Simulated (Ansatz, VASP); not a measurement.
Given: the input of a run of Ansatz 0.2.0 on LiCl.

The input input.yaml:

```yaml
crystal:
  lattice:
    - [0.0, 2.56477, 2.56477]
    - [2.56477, 0.0, 2.56477]
    - [2.56477, 2.56477, 0.0]
  atoms:
    - { symbol: Cl, position: [0.5, 0.5, 0.5] }
    - { symbol: Li, position: [0.0, 0.0, 0.0] }
hamiltonian:
  xc: revpbe
  pseudopotentials: { kind: paw }
  dispersion: d4
kpoints:
  mp_grid: { grid: [9, 9, 9] }
scf:
  occupations: { method: fermi_dirac, width: 0.05 }
output:
  forces: true
  stress: true
relax:
  f_tol: 0.01
  max_steps: 40
  cell: { stress_tol: 0.05 }
```

Potentials or basis: Ansatz PAW.

The run is started by

```console
$ ansatz run input.yaml --threads 2 --pin off --max-ram 5632MiB --backend cpu --events-out ev --progress --plain --runs-dir out
```

Set up the same calculation for VASP 6.6.1. Potentials there: VASP PAW PBE potentials, release 64 (Cl, Li_sv).

As run (the cutoff follows the program's own potentials):

Contents of INCAR:

```
PREC = Accurate
ENCUT = 600
EDIFF = 1E-7
ISMEAR = -1
SIGMA = 0.05
LREAL = False
LASPH = True
NELM = 60
ALGO = Normal
ISIF = 3
LWAVE = False
LCHARG = False
GGA = RE
IVDW = 13
IBRION = 2
NSW = 60
EDIFFG = -0.01
```

The input KPOINTS:

```
regular mesh
0
Gamma
  9 9 9
```

The input POSCAR:

```
LiCl
1.0
    0.0000000000      2.5647700000      2.5647700000
    2.5647700000      0.0000000000      2.5647700000
    2.5647700000      2.5647700000      0.0000000000
Cl Li
1 1
Direct
    0.5000000000      0.5000000000      0.5000000000
    0.0000000000      0.0000000000      0.0000000000
```

Potentials or basis: VASP PAW PBE potentials, release 64 (Cl, Li_sv).

Run with:

```console
$ cat potpaw_PBE.64/Cl/POTCAR potpaw_PBE.64/Li_sv/POTCAR > POTCAR
$ mpirun -np 1 vasp_std > vasp.out
```

Both were run:

|  | VASP | Ansatz | Ansatz less VASP |
| --- | --- | --- | --- |
| relaxed volume (Å³/atom) | 16.49 | 16.56 | +0.070 |
| relaxed cell length with the largest relative difference (Å) | 3.600 | 3.605 | +0.0051 |

VASP's potentials were made for PBE, not for revPBE.

Noted on VASP's run: the cutoff is short for stress, so the pressure is rough. Noted on Ansatz's run: odd divisions of the mesh miss points on the zone boundary, where band edges often lie, so the gap on the mesh can be too wide; the plane-wave basis is chosen anew once the cell has moved, so the energies of steps on either side of that aren't comparable.
